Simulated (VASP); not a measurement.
# Ag2O (Pn-3m) in VASP: notebook

Runs on Ag2O. Level: PBEsol. Tasks: single point, relaxation of cell and atoms.

All numbers are computed with VASP 6.6.1; they aren't measurements. Logs are shortened: lines on timing, memory, paths and dates and some standing lists are left out, and cuts for length are marked.

## 1. The cell of the first run

Symmetry: Pn-3m, No. 224, cubic system. The conventional cell has a = 4.706 Å, b = 4.706 Å, c = 4.706 Å, α = 90.00°, β = 90.00°, γ = 90.00°. Ag (site symmetry -3m) has 2 O at 2.04 Å within 2.7 Å. Within 2.7 Å of O (site symmetry -43m) lie 4 Ag at 2.04 Å.

## 2. Single point, PBEsol

File INCAR:

```
PREC = Accurate
ENCUT = 600
EDIFF = 1E-6
ISMEAR = 0
SIGMA = 0.1
LREAL = False
LASPH = True
NELM = 120
ALGO = Normal
ISIF = 2
LWAVE = False
LCHARG = False
GGA = PS
NBANDS = 37
GGA_COMPAT = False
```

File KPOINTS:

```
Automatic mesh
0
Gamma
  8 8 8
```

File POSCAR:

```
Ag2O
1.0
    4.7064930162      0.0000000000      0.0000000000
    0.0000000000      4.7064930162      0.0000000000
    0.0000000000      0.0000000000      4.7064930162
Ag O
4 2
Direct
    0.2500000000      0.2500000000      0.2500000000
    0.2500000000      0.7500000000      0.7500000000
    0.7500000000      0.7500000000      0.2500000000
    0.7500000000      0.2500000000      0.7500000000
    0.0000000000      0.0000000000      0.0000000000
    0.5000000000      0.5000000000      0.5000000000
```

Potentials or basis: VASP PAW PBE potentials, release 64 (Ag, O).

Command:

```sh
$ cat potpaw_PBE.64/Ag/POTCAR potpaw_PBE.64/O/POTCAR > POTCAR
$ mpirun -np 1 vasp_std > vasp.out
```

OUTCAR:

```text
PREC = Accurate
   ENCUT = 600
   EDIFF = 1E-6
   ISMEAR = 0
   LREAL = False
   LASPH = True
   NELM = 120
   ISIF = 2
   GGA = PS

 ion  position               nearest neighbor table
   1  0.250  0.250  0.250-   5 2.04   6 2.04   4 3.33   2 3.33   3 3.33   2 3.33   4 3.33   2 3.33
                             3 3.33   2 3.33   3 3.33   4 3.33   4 3.33   3 3.33
   2  0.250  0.750  0.750-   5 2.04   6 2.04   4 3.33   1 3.33   3 3.33   1 3.33   3 3.33   1 3.33
                             4 3.33   1 3.33   3 3.33   4 3.33   3 3.33   4 3.33
   3  0.750  0.750  0.250-   5 2.04   6 2.04   4 3.33   1 3.33   2 3.33   2 3.33   4 3.33   1 3.33
                             4 3.33   4 3.33   1 3.33   2 3.33   2 3.33   1 3.33
   4  0.750  0.250  0.750-   5 2.04   6 2.04   3 3.33   1 3.33   2 3.33   1 3.33   3 3.33   2 3.33
                             3 3.33   3 3.33   1 3.33   2 3.33   1 3.33   2 3.33
   5  0.000  0.000  0.000-   1 2.04   2 2.04   3 2.04   4 2.04
   6  0.500  0.500  0.500-   1 2.04   2 2.04   3 2.04   4 2.04

  LATTYP: Found a simple cubic cell.
 ALAT       =     4.7064930162

  Lattice vectors:

 A1 = (   4.7064930162,   0.0000000000,   0.0000000000)
 A2 = (   0.0000000000,   4.7064930162,   0.0000000000)
 A3 = (   0.0000000000,   0.0000000000,   4.7064930162)

Analysis of symmetry for initial positions (statically):
=====================================================================
 Subroutine PRICEL returns:
 Original cell was already a primitive cell.

 Routine SETGRP: Setting up the symmetry group for a
 simple cubic supercell.

 Subroutine GETGRP returns: Found 48 space group operations
 (whereof 24 operations were pure point group operations)
 out of a pool of 48 trial point group operations.

The static configuration has the point symmetry T_d .
 The point group associated with its full space group is O_h .

Analysis of symmetry for dynamics (positions and initial velocities):
=====================================================================
 Subroutine PRICEL returns:
 Original cell was already a primitive cell.

 Routine SETGRP: Setting up the symmetry group for a
 simple cubic supercell.

 Subroutine GETGRP returns: Found 48 space group operations
 (whereof 24 operations were pure point group operations)
 out of a pool of 48 trial point group operations.

The dynamic configuration has the point symmetry T_d .
 The point group associated with its full space group is O_h .

 Subroutine INISYM returns: Found 48 space group operations
 (whereof 24 operations are pure point group operations),
 and found     1 'primitive' translations

----------------------------------------------------------------------------------------

                                     Primitive cell

  volume of cell :     104.2539

  direct lattice vectors                    reciprocal lattice vectors
     4.706493016  0.000000000  0.000000000     0.212472428  0.000000000  0.000000000
     0.000000000  4.706493016  0.000000000     0.000000000  0.212472428  0.000000000
     0.000000000  0.000000000  4.706493016     0.000000000  0.000000000  0.212472428

  length of vectors
     4.706493016  4.706493016  4.706493016     0.212472428  0.212472428  0.212472428

  position of ions in fractional coordinates (direct lattice)
     0.250000000  0.250000000  0.250000000
     0.250000000  0.750000000  0.750000000
     0.750000000  0.750000000  0.250000000
     0.750000000  0.250000000  0.750000000
     0.000000000  0.000000000  0.000000000
     0.500000000  0.500000000  0.500000000

  ion indices of the primitive-cell ions
   primitive index   ion index
                 1           1
                 2           2
                 3           3
                 4           4
                 5           5
                 6           6

----------------------------------------------------------------------------------------

 KPOINTS: Automatic mesh

Automatic generation of k-mesh.
 Grid dimensions read from file:
 generate k-points for:    8    8    8

 Generating k-lattice:

  Cartesian coordinates                     Fractional coordinates (reciprocal lattice)
     0.026559054  0.000000000  0.000000000     0.125000000  0.000000000  0.000000000
     0.000000000  0.026559054  0.000000000     0.000000000  0.125000000  0.000000000
     0.000000000  0.000000000  0.026559054     0.000000000  0.000000000  0.125000000

  Length of vectors
     0.026559054  0.026559054  0.026559054

  Shift w.r.t. Gamma in fractional coordinates (k-lattice)
     0.000000000  0.000000000  0.000000000

 Subroutine IBZKPT returns following result:
 ===========================================

 Found     35 irreducible k-points:

 Following reciprocal coordinates:
            Coordinates               Weight
  0.000000  0.000000  0.000000      1.000000
  0.125000  0.000000  0.000000      6.000000
  0.250000  0.000000  0.000000      6.000000
  0.375000  0.000000  0.000000      6.000000
  0.500000  0.000000  0.000000      3.000000
  0.125000  0.125000  0.000000     12.000000
[... 16 lines left out ...]
  0.375000  0.375000  0.125000     24.000000
  0.500000  0.375000  0.125000     24.000000
 [... further k-points ...]
   k-points           NKPTS =     35   k-points in BZ     NKDIM =     35   number of bands    NBANDS=     37
   number of dos      NEDOS =    301   number of ions     NIONS =      6
   total plane-waves  NPLWV =  64000
   dimension x,y,z NGX =    40 NGY =   40 NGZ =   40
   dimension x,y,z NGXF=    80 NGYF=   80 NGZF=   80
   ions per type =               4   2
   NGX,Y,Z   is equivalent  to a cutoff of  14.13, 14.13, 14.13 a.u.
   NGXF,Y,Z  is equivalent  to a cutoff of  28.26, 28.26, 28.26 a.u.
 SYSTEM =  unknown system
   PREC   = accura    normal or accurate (medium, high low for compatibility)
   ISTART =      0    job   : 0-new  1-cont  2-samecut
   ICHARG =      2    charge: 1-file 2-atom 10-const
   ISPIN  =      1    spin polarized calculation?
   LNONCOLLINEAR =      F non collinear calculations
   LSORBIT =      F    spin-orbit coupling
   LASPH  =      T    aspherical Exc in radial PAW
   ENCUT  =  600.0 eV  44.10 Ry    6.64 a.u.   9.40  9.40  9.40*2*pi/ulx,y,z
   NELM   =    120;   NELMIN=  2; NELMDL= -5     # of ELM steps
   EDIFF  = 0.1E-05   stopping-criterion for ELM
   LREAL  =      F    real-space projection
   EDIFFG = 0.1E-04   stopping-criterion for IOM
   NSW    =      0    number of steps for IOM
   IBRION =     -1    ionic relax: 0-MD 1-quasi-New 2-CG
   NFREE  =      0    steps in history (QN), initial steepest desc. (CG)
   ISIF   =      2    stress and relaxation
   ISYM   =      2    0-nonsym 1-usesym 2-fastsym
   POTIM  = 0.5000    time-step for ionic-motion
   TEBEG  =    0.0;   TEEND  =   0.0 temperature during run
   PSTRESS=    0.0 pullay stress
   NELECT =      56.0000    total number of electrons
   NUPDOWN=      -1.0000    fix difference up-down
   EMIN   =  10.00;   EMAX   =-10.00  energy-range for DOS
   EFERMI =   0.00;   METHOD = LEGACY
   ISMEAR =     0;   SIGMA  =   0.10  broadening in eV -4-tet -1-fermi 0-gaus
   EFERMI_NEDOS =   21; number of points for ismear=-14 and -15
   IALGO  =     38    algorithm
   IMIX   =      4    mixing-type and parameters
     AMIX     =   0.40;   BMIX     =  1.00
     AMIX_MAG =   1.60;   BMIX_MAG =  1.00
  volume/ion in A,a.u.               =      17.38       117.26
  Fermi-wavevector in a.u.,A,eV,Ry     =   1.330781  2.514812 24.095638  1.770979
  Thomas-Fermi vector in A             =   2.459842
   LORBIT       =      0    0 simple, 1 ext, 2 COOP (PROOUT), +10 PAW based schemes
   GGA     = PS    functional components
   LHFCALC =     F    Hartree Fock is set to
   AEXX    =    0.0000 exact exchange contribution
   IVDW    =     0    specifies the selected vdW correction
   LEPSILON=     F    determine dielectric tensor
   LRPA    =     F    only Hartree local field effects (RPA)
 non-spin polarized calculation
 Gauss-broadening in eV      SIGMA  =   0.10
  energy-cutoff  :      600.00
  volume of cell :      104.25
 maximum number of plane-waves:      3514
 NGX is ok and might be reduce to    40
   NGX = 19   NGY = 19   NGZ = 19

 number of electron      56.0000032 magnetization

 Free energy of the ion-electron system (eV)
  ---------------------------------------------------
  ext. energy  EPLUGINS =         0.00000000
  ---------------------------------------------------
  free energy    TOTEN  =       -23.97091485 eV

  energy without entropy =      -23.97008113  energy(sigma->0) =      -23.97049799

 E-fermi :   4.7103     XC(G=0): -10.8316

 val. band max:        4.6408466557   @ k =   0.0000   0.0000   0.0000
 cond. band min:       4.8273173279   @ k =   0.1250   0.0000   0.0000
 fundamental gap:      0.1864706723
 Fermi energy:         4.7102790836

 k-point     1 :       0.0000    0.0000    0.0000
  band No.  band energies     occupation
      1     -14.3173      2.00000
      2     -13.5924      2.00000
      3      -2.4061      2.00000
      4      -2.4061      2.00000
      5      -2.4061      2.00000
      6      -0.1234      2.00000
[... 29 lines left out ...]
     36      13.2892      0.00000
     37      13.2892      0.00000

 k-point     2 :       0.1250    0.0000    0.0000
  band No.  band energies     occupation
      1     -14.2912      2.00000
      2     -13.6218      2.00000
      3      -2.3524      2.00000
      4      -2.3524      2.00000
      5      -2.3305      2.00000
      6      -0.0562      2.00000
[... 29 lines left out ...]
     36      13.0752      0.00000
     37      13.0752      0.00000

 k-point     3 :       0.2500    0.0000    0.0000
  band No.  band energies     occupation
      1     -14.2166      2.00000
      2     -13.7047      2.00000
      3      -2.2003      2.00000
      4      -2.2003      2.00000
      5      -2.1094      2.00000
      6      -0.2909      2.00000
[... 29 lines left out ...]
     36      12.6526      0.00000
     37      12.6526      0.00000

 k-point     4 :       0.3750    0.0000    0.0000
  band No.  band energies     occupation
      1     -14.1031      2.00000
      2     -13.8263      2.00000
      3      -1.9912      2.00000
      4      -1.9912      2.00000
      5      -1.7603      2.00000
      6      -0.8003      2.00000
[... 29 lines left out ...]
     36      12.3152      0.00000
     37      12.3152      0.00000
[... 683 lines left out ...]
      1     -14.0459      2.00000
      2     -13.8762      2.00000
      3      -2.0253      2.00000
      4      -2.0017      2.00000
      5      -1.5512      2.00000
      6      -0.9822      2.00000
[... 29 lines left out ...]
     36      13.3132      0.00000
     37      14.4107      0.00000

 k-point    23 :       0.3750    0.3750    0.1250
  band No.  band energies     occupation
      1     -14.0726      2.00000
      2     -13.8453      2.00000
      3      -2.1288      2.00000
      4      -2.0182      2.00000
      5      -1.5740      2.00000
      6      -0.9716      2.00000
[... 29 lines left out ...]
     36      13.7357      0.00000
     37      13.9363      0.00000

 k-point    24 :       0.5000    0.3750    0.1250
  band No.  band energies     occupation
      1     -14.0690      2.00000
      2     -13.8470      2.00000
      3      -2.0766      2.00000
      4      -2.0693      2.00000
      5      -1.6315      2.00000
      6      -0.8938      2.00000
[... 29 lines left out ...]
     36      13.3380      0.00000
     37      13.9775      0.00000

 [... further k-points ...]

------------------------ aborting loop because EDIFF is reached ----------------------------------------

  FORCE on cell =-STRESS in cart. coord.  units (eV):
  Direction    XX          YY          ZZ          XY          YZ          ZX
  --------------------------------------------------------------------------------------
  -------------------------------------------------------------------------------------
  Total       -0.1664685     -0.1664685     -0.1664685      0.0000000      0.0000000     -0.0000000
  in kB       -2.5582942     -2.5582942     -2.5582942      0.0000000      0.0000000     -0.0000000
  external PRESSURE =      -2.5582942 kB  Pullay stress =       0.0000000 kB

 VOLUME and BASIS-vectors are now :
 -----------------------------------------------------------------------------
  energy-cutoff  :      600.00
  volume of cell :      104.25
      direct lattice vectors                 reciprocal lattice vectors
     4.706493016  0.000000000  0.000000000     0.212472428  0.000000000  0.000000000
     0.000000000  4.706493016  0.000000000     0.000000000  0.212472428  0.000000000
     0.000000000  0.000000000  4.706493016     0.000000000  0.000000000  0.212472428

 POSITION                                       TOTAL-FORCE (eV/Angst)
 -----------------------------------------------------------------------------------
      1.17662      1.17662      1.17662        -0.000000      0.000000      0.000000
      1.17662      3.52987      3.52987         0.000000      0.000000      0.000000
      3.52987      3.52987      1.17662         0.000000     -0.000000      0.000000
      3.52987      1.17662      3.52987        -0.000000     -0.000000     -0.000000
      0.00000      0.00000      0.00000         0.000000     -0.000000      0.000000
      2.35325      2.35325      2.35325         0.000000     -0.000000      0.000000
 -----------------------------------------------------------------------------------
    total drift:                                0.000000     -0.000000     -0.000000

  FREE ENERGIE OF THE ION-ELECTRON SYSTEM (eV)
  ---------------------------------------------------
  free  energy   TOTEN  =       -23.9709148541 eV

  energy  without entropy=      -23.9700811293  energy(sigma->0) =      -23.97049799
```

Wall time 58 s (1 thread of Intel Xeon 6975P-C (Granite Rapids), shared host); peak memory 0.31 GiB.

What came out:

```
Free energy            : -23.9709 eV
Pressure               : -0.3 GPa
Band gap on the k mesh : zero (filled and empty bands touch)
```

Levels at points of the mesh, in eV from the Fermi level:
```
           k point  band 24  band 25  band 26  band 27  band 28  band 29  band 30  band 31  band 32  band 33
(0.00, 0.00, 0.00)    -2.72    -2.72    -0.07    -0.07    -0.07    -0.07     1.82     1.82     7.19     7.19
(0.50, 0.00, 0.00)    -2.78    -1.72    -1.72    -0.56    -0.56     1.98     1.98     4.59     4.59     6.85
(0.50, 0.50, 0.00)    -2.10    -1.74    -1.74    -0.92    -0.92     1.94     1.94     3.63     3.63     6.65
(0.50, 0.50, 0.50)    -2.80    -1.83    -0.77    -0.77    -0.77     2.37     2.37     2.37     4.78     4.78
```

Caveat: semilocal functionals underestimate gaps, and a narrow one can read as zero; the PAW data sets were made with another functional, which shifts forces and pressure a little.

[end of part 1 of 2]

The gap in the log of VASP goes by the Fermi energy; the results here count the filled bands.